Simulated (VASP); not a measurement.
Wanted: the native input for a VASP 6.6.1 run.

| Quantity | Value |
| --- | --- |
| Task | single point |
| Functional | LDA |
| Potentials or basis | VASP PAW LDA potentials, release 64 (Li_sv, F) |
| Cutoff | 520 eV |
| k mesh | 9 × 9 × 6 |
| Occupations | gaussian, width 0.05 eV |
| Spin | no spin polarisation |
| Dipole correction | no |
| Further INCAR settings | ALGO = Normal; EDIFF = 1e-06; NBANDS = 18 |

The structure of LiF lies in POSCAR:

```
LiF
1.0
    2.9053871778      0.0000000000      0.0000000000
   -1.4526935889      2.5161391038      0.0000000000
    0.0000000000      0.0000000000      4.2569732929
Li F
2 2
Direct
    0.3333333333      0.6666666667      0.3839784076
    0.6666666667      0.3333333333      0.8839784076
    0.3333333333      0.6666666667      0.9910195924
    0.6666666667      0.3333333333      0.4910195924
```

This cell differs from its parent crystal: volume 7.780 Å^3 an atom, c/a of the conventional cell 1.4652.

The input as run:

INCAR

```
SYSTEM = LiF
PREC = Accurate
ENCUT = 520
EDIFF = 1E-6
ISMEAR = 0
SIGMA = 0.05
LREAL = .FALSE.
LASPH = .TRUE.
NELM = 60
ALGO = Normal
ISIF = 2
LWAVE = .FALSE.
LCHARG = .FALSE.
GGA = CA
NBANDS = 18
```

KPOINTS

```
Automatic mesh
0
G
  9 9 6
  0 0 0
```

Potentials or basis: VASP PAW LDA potentials, release 64 (Li_sv, F).

The run is started by

```bash
$ cat potpaw_LDA.64/Li_sv/POTCAR potpaw_LDA.64/F/POTCAR > POTCAR
$ mpirun -np 1 vasp_std > vasp.out
```

It gave:

The largest force is 0.560 eV/Å. The band gap on the k mesh is 8.80 eV, direct.

It took 17 s on 1 thread of Intel(R) Xeon(R) Platinum 8259CL CPU @ 2.50GHz (Skylake/Cascade Lake), with other jobs on the host, peak memory 0.13 GiB.
